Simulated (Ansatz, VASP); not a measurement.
**Two plane-wave programs on Al3GaAs4**

```
CELL_PARAMETERS angstrom
4.07442 0.00000 0.00000
0.00000 4.07442 0.00000
0.00000 0.00000 11.34133
ATOMIC_POSITIONS crystal
Al 0.00000 0.00000 0.00000
Al 0.50000 0.50000 0.24973
Al 0.50000 0.50000 0.75027
Ga 0.00000 0.00000 0.50000
As 0.50000 0.00000 0.37394
As 0.00000 0.50000 0.62606
As 0.50000 0.00000 0.87510
As 0.00000 0.50000 0.12490
```

Alike in both runs: task relaxation of cell and atoms; functional PBE; k mesh 8 × 8 × 4; occupations gaussian, width 0.02 eV; no spin polarisation.

```csv
,VASP,Ansatz
version,VASP 6.6.1,Ansatz 0.2.0
potentials or method,"VASP PAW PBE potentials, release 64 (Al, Ga_d, As), cutoff 600 eV","scalar-relativistic, plane waves, PAW"
valence electrons in the cell,42,82
```

Ansatz gave:

- gap on the k mesh at the Fermi level, each at its own relaxed structure (eV): 1.27
- relaxed volume (Å³/atom): 23.55
- relaxed length of the cell vector where the two differ most in proportion (Å): 11.456

Task: Which values does VASP return?

Result: gap on the k mesh at the Fermi level, each at its own relaxed structure (eV): 1.25; relaxed volume (Å³/atom): 23.61; relaxed length of the cell vector where the two differ most in proportion (Å): 11.476.

VASP's potentials hold 42 valence electrons a cell and Ansatz's 82, so a difference there can come from the potentials and not from the codes.
